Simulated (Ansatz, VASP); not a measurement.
**Two plane-wave programs on SnSe**

File POSCAR:

```
SnSe
1.0
    0.0000000000      3.0100000000      3.0100000000
    3.0100000000      0.0000000000      3.0100000000
    3.0100000000      3.0100000000      0.0000000000
Sn Se
1 1
Direct
    0.0000000000      0.0000000000      0.0000000000
    0.5000000000      0.5000000000      0.5000000000
```

The input INCAR.step1:

```
SYSTEM = SnSe
PREC     = Accurate       ! precision mode
ENCUT    = 520            ! plane-wave cutoff, eV
EDIFF    = 1E-5           ! SCF threshold, eV
ISMEAR   = -1             ! smearing method
SIGMA    = 0.05           ! smearing width, eV
LREAL    = .FALSE.        ! projectors in reciprocal space
LASPH    = .TRUE.         ! aspherical terms in the spheres
NELM     = 100            ! most SCF steps
ALGO     = Normal         ! electronic algorithm
ISIF     = 2              ! what is computed and relaxed
LWAVE    = .TRUE.         ! write WAVECAR
GGA      = PE             ! functional
NBANDS   = 17             ! bands
```

The input INCAR.step2:

```
SYSTEM = SnSe
PREC     = Accurate       ! precision mode
ENCUT    = 520            ! plane-wave cutoff, eV
EDIFF    = 1E-6           ! SCF threshold, eV
ISMEAR   = -1             ! smearing method
SIGMA    = 0.05           ! smearing width, eV
LREAL    = .FALSE.        ! projectors in reciprocal space
LASPH    = .TRUE.         ! aspherical terms in the spheres
NELM     = 100            ! most SCF steps
ALGO     = Normal         ! electronic algorithm
ISIF     = 2              ! what is computed and relaxed
LWAVE    = .FALSE.        ! write WAVECAR
LCHARG   = .TRUE.         ! write CHGCAR
GGA      = PE             ! functional
LHFCALC  = .TRUE.         ! exact exchange
AEXX     = 0.25           ! exact-exchange fraction
HFSCREEN = 0.6            ! screening, 1/A
PRECFOCK = Normal       
LELF     = .TRUE.         ! ELF
LVHAR    = .TRUE.       
ISTART   = 1            
NBANDS   = 17             ! bands
```

Contents of KPOINTS:

```
Automatic mesh
0
G
  4 4 4
  0 0 0
```

Contents of input.yaml:

```yaml
crystal:
  lattice:
    - [0.0, 3.01, 3.01]
    - [3.01, 0.0, 3.01]
    - [3.01, 3.01, 0.0]
  atoms:
    - { symbol: Sn, position: [0.0, 0.0, 0.0] }
    - { symbol: Se, position: [0.5, 0.5, 0.5] }
hamiltonian:
  xc: { exchange: pbe, correlation: pbe, exx: { coeff: 0.25, omega: 0.6 } }
  pseudopotentials: { kind: paw }
kpoints:
  mp_grid: { grid: [4, 4, 4] }
scf:
  occupations: { method: fermi_dirac, width: 0.05 }
output:
  forces: true
  stress: true
  eigenvalues: true
  write_density: true
  write_potential: true
  elf: true
  volumetric_format: npy
```

Alike in both runs: task single point; functional PBE-based screened hybrid; k mesh 4 × 4 × 4; occupations fermi-dirac, width 0.05 eV; no spin polarisation.

|  | VASP | Ansatz |
| --- | --- | --- |
| version | VASP 6.6.1 | Ansatz 0.2.0 |
| potentials or method | VASP PAW PBE potentials, release 64 (Sn_d, Se) | Ansatz PAW |
| plane-wave cutoff (eV) | 520 | 420 |
| valence electrons in the cell | 20 | 30 |

```csv
,VASP,Ansatz,Ansatz less VASP
gap on the k mesh at the Fermi level (eV),0.54,0.55,+0.008
least direct gap on the mesh (eV),0.54,0.55,+0.008
pressure (GPa),-1.2,-1.2,+0.06
```

VASP's potentials were made for PBE, not for PBE-based screened hybrid. VASP's potentials hold 20 valence electrons a cell and Ansatz's 30, so a difference there can come from the potentials and not from the codes.

The k mesh is coarse, so the values compare programs but aren't converged.
